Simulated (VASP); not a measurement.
Crystal: Sn.

```
CELL_PARAMETERS angstrom
0.00000 3.23334 3.23334
3.23334 0.00000 3.23334
3.23334 3.23334 0.00000
ATOMIC_POSITIONS crystal
Sn 0.00000 0.00000 0.00000
Sn 0.25000 0.25000 0.25000
```

Program: VASP 6.6.1. Alike in all runs: task single point; level PBE; potentials or basis VASP PAW PBE potentials, release 64 (Sn_d); no spin polarisation; cell as given; cutoff (eV) 500; smearing methfessel-paxton 0.15 eV.

Q: Order these runs on this cell by their pressure, lowest first.
A. k mesh 3 × 3 × 3
B. k mesh 2 × 2 × 2
C. k mesh 5 × 5 × 5

A: C (4.0 GPa), A (5.5 GPa), B (12.9 GPa).

Caveats: some runs use coarse meshes.
